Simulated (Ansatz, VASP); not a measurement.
**Hf in VASP and in Ansatz**

```xyz
1
Lattice="-1.7449 1.7449 1.7449 1.7449 -1.7449 1.7449 1.7449 1.7449 -1.7449" Properties=species:S:1:pos:R:3 pbc="T T T"
Hf    0.0000    0.0000    0.0000
```

Alike in both runs: functional PBEsol; k mesh 9 × 9 × 9; occupations fermi-dirac, width 0.05 eV; no spin polarisation.

Ansatz relaxed the structure, and its values are those at the end. VASP's run is a single point on that final structure, the one shown.

```csv
,VASP,Ansatz
version,VASP 6.6.1,Ansatz 0.2.0
potentials or method,"VASP PAW PBE potentials, release 64 (Hf_pv), cutoff 520 eV","plane waves, PAW"
valence electrons in the cell,10,26
```

|  | VASP | Ansatz | Ansatz less VASP |
| --- | --- | --- | --- |
| pressure (GPa) | -0.3 | 0.0 | +0.29 |

VASP's potentials were made for PBE, not for PBEsol. VASP's potentials hold 10 valence electrons a cell and Ansatz's 26, so a difference there can come from the potentials and not from the codes.

Spin-orbit coupling is off throughout.
